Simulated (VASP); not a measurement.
# Zn in VASP: further runs

Aim: see how the results for Zn move with the level of theory and the settings. Levels: PBE, r2SCAN. Tasks: single point.

Program: VASP 6.6.1. These are calculated values, not measurements. Logs are shortened: lines on timing, memory, paths and dates and some standing lists are left out, and cuts for length are marked.

**1. The cell of the first run**

The structure is cubic, space group Fm-3m (No. 225). Conventional cell: a = 3.830 Å, b = 3.830 Å, c = 3.830 Å, α = 90.00°, β = 90.00°, γ = 90.00°. Within 3.6 Å of Zn (site symmetry m-3m) lie 12 Zn at 2.71 Å.

**2. Single point, PBE (strained)**

Contents of INCAR:

```
SYSTEM = Zn
ALGO = Fast
EDIFF = 1E-7
ENCUT = 520
GGA = PE
ISIF = 2
ISMEAR = 0
LASPH = .True.
LCHARG = .True.
LELF = .True.
LREAL = .False.
LVHAR = .True.
LWAVE = .False.
NBANDS = 12
NELM = 100
PREC = Accurate
SIGMA = 0.1
```

Contents of KPOINTS:

```
k-points
0
Gamma
  18 18 18
  0 0 0
```

Contents of POSCAR:

```
Zn
1.0
    0.0000000000      1.9152439970      1.9152439970
    1.9152439970      0.0000000000      1.9152439970
    1.9152439970      1.9152439970      0.0000000000
Zn
1
Direct
    0.0000000000      0.0000000000      0.0000000000
```

Potentials or basis: VASP PAW PBE potentials, release 64 (Zn).

Run with:

```
$ cat potpaw_PBE.64/Zn/POTCAR > POTCAR
$ mpirun -np 1 vasp_std > vasp.out
```

OUTCAR:

```text
SYSTEM = Zn
   EDIFF = 1E-7
   ENCUT = 520
   GGA = PE
   ISIF = 2
   ISMEAR = 0
   LASPH = .True.
   LREAL = .False.
   NELM = 100
   PREC = Accurate

 ion  position               nearest neighbor table
   1  0.000  0.000  0.000-

  LATTYP: Found a face centered cubic cell.
 ALAT       =     3.8304879940

  Lattice vectors:

 A1 = (   0.0000000000,   1.9152439970,   1.9152439970)
 A2 = (   1.9152439970,   0.0000000000,   1.9152439970)
 A3 = (   1.9152439970,   1.9152439970,   0.0000000000)

Analysis of symmetry for initial positions (statically):
=====================================================================
 Subroutine PRICEL returns:
 Original cell was already a primitive cell.

 Routine SETGRP: Setting up the symmetry group for a
 face centered cubic supercell.

 Subroutine GETGRP returns: Found 48 space group operations
 (whereof 48 operations were pure point group operations)
 out of a pool of 48 trial point group operations.

The static configuration has the point symmetry O_h .

Analysis of symmetry for dynamics (positions and initial velocities):
=====================================================================
 Subroutine PRICEL returns:
 Original cell was already a primitive cell.

 Routine SETGRP: Setting up the symmetry group for a
 face centered cubic supercell.

 Subroutine GETGRP returns: Found 48 space group operations
 (whereof 48 operations were pure point group operations)
 out of a pool of 48 trial point group operations.

The dynamic configuration has the point symmetry O_h .

 Subroutine INISYM returns: Found 48 space group operations
 (whereof 48 operations are pure point group operations),
 and found     1 'primitive' translations

----------------------------------------------------------------------------------------

                                     Primitive cell

  volume of cell :      14.0508

  direct lattice vectors                    reciprocal lattice vectors
     0.000000000  1.915243997  1.915243997    -0.261063343  0.261063343  0.261063343
     1.915243997  0.000000000  1.915243997     0.261063343 -0.261063343  0.261063343
     1.915243997  1.915243997  0.000000000     0.261063343  0.261063343 -0.261063343

  length of vectors
     2.708564036  2.708564036  2.708564036     0.452174974  0.452174974  0.452174974

  position of ions in fractional coordinates (direct lattice)
     0.000000000  0.000000000  0.000000000

  ion indices of the primitive-cell ions
   primitive index   ion index
                 1           1

----------------------------------------------------------------------------------------

 KPOINTS: k-points

Automatic generation of k-mesh.
 Grid dimensions read from file:
 generate k-points for:   18   18   18

 Generating k-lattice:

  Cartesian coordinates                     Fractional coordinates (reciprocal lattice)
    -0.014503519  0.014503519  0.014503519     0.055555556  0.000000000  0.000000000
     0.014503519 -0.014503519  0.014503519     0.000000000  0.055555556  0.000000000
     0.014503519  0.014503519 -0.014503519     0.000000000  0.000000000  0.055555556

  Length of vectors
     0.025120832  0.025120832  0.025120832

  Shift w.r.t. Gamma in fractional coordinates (k-lattice)
     0.000000000  0.000000000  0.000000000

 Subroutine IBZKPT returns following result:
 ===========================================

 Found    195 irreducible k-points:

 Following reciprocal coordinates:
            Coordinates               Weight
  0.000000  0.000000  0.000000      1.000000
  0.055556  0.000000  0.000000      8.000000
  0.111111  0.000000  0.000000      8.000000
  0.166667  0.000000  0.000000      8.000000
  0.222222  0.000000  0.000000      8.000000
  0.277778  0.000000  0.000000      8.000000
[... 16 lines left out ...]
 -0.277778  0.055556  0.000000     24.000000
 -0.222222  0.055556  0.000000     24.000000
 [... further k-points ...]
   k-points           NKPTS =    195   k-points in BZ     NKDIM =    195   number of bands    NBANDS=     12
   number of dos      NEDOS =    301   number of ions     NIONS =      1
   total plane-waves  NPLWV =   8000
   dimension x,y,z NGX =    20 NGY =   20 NGZ =   20
   dimension x,y,z NGXF=    40 NGYF=   40 NGZF=   40
   ions per type =               1
   NGX,Y,Z   is equivalent  to a cutoff of  12.28, 12.28, 12.28 a.u.
   NGXF,Y,Z  is equivalent  to a cutoff of  24.55, 24.55, 24.55 a.u.
 SYSTEM =  Zn
   PREC   = accura    normal or accurate (medium, high low for compatibility)
   ISTART =      0    job   : 0-new  1-cont  2-samecut
   ICHARG =      2    charge: 1-file 2-atom 10-const
   ISPIN  =      1    spin polarized calculation?
   LNONCOLLINEAR =      F non collinear calculations
   LSORBIT =      F    spin-orbit coupling
   LASPH  =      T    aspherical Exc in radial PAW
   ENCUT  =  520.0 eV  38.22 Ry    6.18 a.u.   5.04  5.04  5.04*2*pi/ulx,y,z
   NELM   =    100;   NELMIN=  2; NELMDL= -5     # of ELM steps
   EDIFF  = 0.1E-06   stopping-criterion for ELM
   LREAL  =      F    real-space projection
   EDIFFG = 0.1E-05   stopping-criterion for IOM
   NSW    =      0    number of steps for IOM
   IBRION =     -1    ionic relax: 0-MD 1-quasi-New 2-CG
   NFREE  =      0    steps in history (QN), initial steepest desc. (CG)
   ISIF   =      2    stress and relaxation
   ISYM   =      2    0-nonsym 1-usesym 2-fastsym
   POTIM  = 0.5000    time-step for ionic-motion
   TEBEG  =    0.0;   TEEND  =   0.0 temperature during run
   PSTRESS=    0.0 pullay stress
   NELECT =      12.0000    total number of electrons
   NUPDOWN=      -1.0000    fix difference up-down
   EMIN   =  10.00;   EMAX   =-10.00  energy-range for DOS
   EFERMI =   0.00;   METHOD = LEGACY
   ISMEAR =     0;   SIGMA  =   0.10  broadening in eV -4-tet -1-fermi 0-gaus
   EFERMI_NEDOS =   21; number of points for ismear=-14 and -15
   IALGO  =     68    algorithm
   IMIX   =      4    mixing-type and parameters
     AMIX     =   0.40;   BMIX     =  1.00
     AMIX_MAG =   1.60;   BMIX_MAG =  1.00
  volume/ion in A,a.u.               =      14.05        94.82
  Fermi-wavevector in a.u.,A,eV,Ry     =   1.553225  2.935170 32.824178  2.412509
  Thomas-Fermi vector in A             =   2.657487
   LORBIT       =      0    0 simple, 1 ext, 2 COOP (PROOUT), +10 PAW based schemes
   GGA     = PE    functional components
   LHFCALC =     F    Hartree Fock is set to
   AEXX    =    0.0000 exact exchange contribution
   IVDW    =     0    specifies the selected vdW correction
   LEPSILON=     F    determine dielectric tensor
   LRPA    =     F    only Hartree local field effects (RPA)
 non-spin polarized calculation
 RMM-DIIS sequential band-by-band and
 Gauss-broadening in eV      SIGMA  =   0.10
  energy-cutoff  :      520.00
  volume of cell :       14.05
 maximum number of plane-waves:       388
   NGX =  9   NGY =  9   NGZ =  9

 number of electron      12.0000014 magnetization

 Free energy of the ion-electron system (eV)
  ---------------------------------------------------
  ext. energy  EPLUGINS =         0.00000000
  ---------------------------------------------------
  free energy    TOTEN  =        -1.06271346 eV

  energy without entropy =       -1.06102088  energy(sigma->0) =       -1.06186717

 E-fermi :   3.5963     XC(G=0): -11.9847

 val. band max:        3.5810221584   @ k =  -0.4444   0.2222   0.0000
 cond. band min:       3.6185972652   @ k =  -0.3889   0.3889   0.0556
 fundamental gap:      0.0375751068
 Fermi energy:         3.5963382979

 k-point     1 :       0.0000    0.0000    0.0000
  band No.  band energies     occupation
      1      -7.3353      2.00000
      2      -4.1872      2.00000
      3      -4.1872      2.00000
      4      -4.1872      2.00000
      5      -3.7485      2.00000
      6      -3.7485      2.00000
      7      23.0118      0.00000
      8      23.0118      0.00000
      9      23.0118      0.00000
     10      23.1246      0.00000
     11      25.6866      0.00000
     12      25.6866      0.00000

 k-point     2 :       0.0556    0.0000    0.0000
  band No.  band energies     occupation
      1      -7.2368      2.00000
      2      -4.1966      2.00000
      3      -4.1749      2.00000
      4      -4.1749      2.00000
      5      -3.7522      2.00000
      6      -3.7522      2.00000
      7      21.0475      0.00000
      8      22.6589      0.00000
      9      22.6589      0.00000
     10      23.0627      0.00000
     11      26.2083      0.00000
     12      26.2083      0.00000

 k-point     3 :       0.1111    0.0000    0.0000
  band No.  band energies     occupation
      1      -6.9457      2.00000
      2      -4.2191      2.00000
      3      -4.1430      2.00000
      4      -4.1430      2.00000
      5      -3.7591      2.00000
      6      -3.7591      2.00000
      7      18.1927      0.00000
      8      21.9953      0.00000
      9      21.9953      0.00000
     10      22.9678      0.00000
     11      27.3768      0.00000
     12      27.3769      0.00000

 k-point     4 :       0.1667    0.0000    0.0000
  band No.  band energies     occupation
      1      -6.4794      2.00000
      2      -4.2325      2.00000
      3      -4.1079      2.00000
      4      -4.1079      2.00000
      5      -3.7550      2.00000
      6      -3.7550      2.00000
      7      15.3686      0.00000
      8      21.3512      0.00000
      9      21.3512      0.00000
     10      22.8078      0.00000
     11      28.3089      0.00000
     12      28.6796      0.00000

 k-point     5 :       0.2222    0.0000    0.0000
  band No.  band energies     occupation
      1      -5.8940      2.00000
      2      -4.1745      2.00000
      3      -4.0927      2.00000
      4      -4.0927      2.00000
      5      -3.7203      2.00000
      6      -3.7203      2.00000
      7      12.6641      0.00000
      8      20.8133      0.00000
      9      20.8133      0.00000
     10      22.5868      0.00000
     11      27.2482      0.00000
     12      27.2490      0.00000
[... 228 lines left out ...]
      1      -5.0173      2.00000
      2      -4.1831      2.00000
      3      -4.1573      2.00000
      4      -3.5186      2.00000
      5      -3.5046      2.00000
      6      -1.3325      2.00000
      7       4.9015      0.00000
      8      18.0974      0.00000
      9      20.1886      0.00000
     10      21.5073      0.00000
     11      23.8097      0.00000
     12      25.2175      0.00000

 k-point    22 :      -0.3333    0.0556    0.0000
  band No.  band energies     occupation
      1      -5.0416      2.00000
      2      -4.1534      2.00000
      3      -4.1301      2.00000
      4      -3.6124      2.00000
      5      -3.5873      2.00000
      6      -2.5578      2.00000
      7       7.0370      0.00000
      8      18.0175      0.00000
      9      20.8465      0.00000
     10      22.0448      0.00000
     11      24.0173      0.00000
     12      25.4708      0.00000

 k-point    23 :      -0.2778    0.0556    0.0000
  band No.  band energies     occupation
      1      -5.1910      2.00000
      2      -4.1264      2.00000
      3      -4.0981      2.00000
      4      -3.8452      2.00000
      5      -3.6797      2.00000
      6      -3.3493      2.00000
      7       9.3694      0.00000
      8      18.1182      0.00000
      9      21.4975      0.00000
     10      22.6247      0.00000
     11      24.5982      0.00000
     12      25.8111      0.00000

 k-point    24 :      -0.2222    0.0556    0.0000
  band No.  band energies     occupation
      1      -5.6235      2.00000
      2      -4.1875      2.00000
      3      -4.0761      2.00000
      4      -4.0655      2.00000
      5      -3.7592      2.00000
      6      -3.5945      2.00000
      7      11.8717      0.00000
      8      18.3941      0.00000
      9      22.1016      0.00000
     10      23.1441      0.00000
     11      25.5695      0.00000
     12      26.2718      0.00000

 [... further k-points ...]

------------------------ aborting loop because EDIFF is reached ----------------------------------------

  FORCE on cell =-STRESS in cart. coord.  units (eV):
  Direction    XX          YY          ZZ          XY          YZ          ZX
  --------------------------------------------------------------------------------------
  -------------------------------------------------------------------------------------
  Total        0.5819557      0.5819557      0.5819557      0.0000000      0.0000000      0.0000000
  in kB       66.3587521     66.3587521     66.3587521      0.0000000      0.0000000      0.0000000
  external PRESSURE =      66.3587521 kB  Pullay stress =       0.0000000 kB

 VOLUME and BASIS-vectors are now :
 -----------------------------------------------------------------------------
  energy-cutoff  :      520.00
  volume of cell :       14.05
      direct lattice vectors                 reciprocal lattice vectors
     0.000000000  1.915243997  1.915243997    -0.261063343  0.261063343  0.261063343
     1.915243997  0.000000000  1.915243997     0.261063343 -0.261063343  0.261063343
     1.915243997  1.915243997  0.000000000     0.261063343  0.261063343 -0.261063343

 POSITION                                       TOTAL-FORCE (eV/Angst)
 -----------------------------------------------------------------------------------
      0.00000      0.00000      0.00000         0.000000      0.000000      0.000000
 -----------------------------------------------------------------------------------
    total drift:                                0.000000      0.000000      0.000000

  FREE ENERGIE OF THE ION-ELECTRON SYSTEM (eV)
  ---------------------------------------------------
  free  energy   TOTEN  =        -1.0627134649 eV

  energy  without entropy=       -1.0610208844  energy(sigma->0) =       -1.06186717
```

Run time: 12 s. Hardware: 1 thread of Intel Xeon 6975P-C (Granite Rapids), shared host; peak memory 0.14 GiB.

Results:

- Free energy: -1.0627 eV
- Pressure: 6.6 GPa
- Band gap on the k mesh: zero (band 6 reaches 5.40 eV, above the bottom of band 7 at 2.40 eV)

Caveat: the cell differs from its parent crystal (strained).

**3. Single point, PBE (strained)**

Contents of INCAR:

```
PREC     = Accurate       # precision mode
ENCUT    = 520            # plane-wave cutoff, eV
EDIFF    = 1E-7           # SCF threshold, eV
ISMEAR   = 0              # smearing method
SIGMA    = 0.1            # smearing width, eV
LREAL    = F              # projectors in reciprocal space
LASPH    = T              # aspherical terms in the spheres
NELM     = 80             # most SCF steps
ALGO     = Fast           # electronic algorithm
ISIF     = 2              # what is computed and relaxed
LWAVE    = F              # write WAVECAR
LCHARG   = F              # write CHGCAR
GGA      = PE             # functional
NBANDS   = 12             # bands
```

Contents of KPOINTS:

```
regular mesh
0
Gamma
  18 18 18
```

Contents of POSCAR:

```
Zn
1.0
    0.0000000000      2.0075098780      2.0075098780
    2.0075098780      0.0000000000      2.0075098780
    2.0075098780      2.0075098780      0.0000000000
Zn
1
Direct
    0.0000000000      0.0000000000      0.0000000000
```

Potentials or basis: VASP PAW PBE potentials, release 64 (Zn).

Run with:

```
$ cat potpaw_PBE.64/Zn/POTCAR > POTCAR
$ mpirun -np 1 vasp_std > vasp.out
```

It took 14 s on 1 thread of Intel Xeon 6975P-C (Granite Rapids), shared host; peak memory 0.15 GiB.

It converged, with:

```yaml
Free_energy: -1.0742 eV
Pressure: -3.4 GPa
Band_gap_on_the_k_mesh: zero (band 6 reaches 4.27 eV, above the bottom of band 7 at 1.16 eV)
```

Levels at points of the mesh, in eV from the Fermi level:
```
           k point  band 3  band 4  band 5  band 6  band 7  band 8  band 9  band 10
(0.00, 0.00, 0.00)   -7.40   -7.40   -7.07   -7.07   17.44   17.44   17.44    18.47
(0.50, 0.00, 0.00)   -7.41   -6.81   -6.81   -2.57   -1.42   14.57   14.57    17.06
(0.50, 0.50, 0.00)   -6.83   -6.75   -6.75   -0.77    1.55    8.17    8.17    11.73
```

Caveat: the cell differs from its parent crystal (strained).

[end of part 1 of 2]
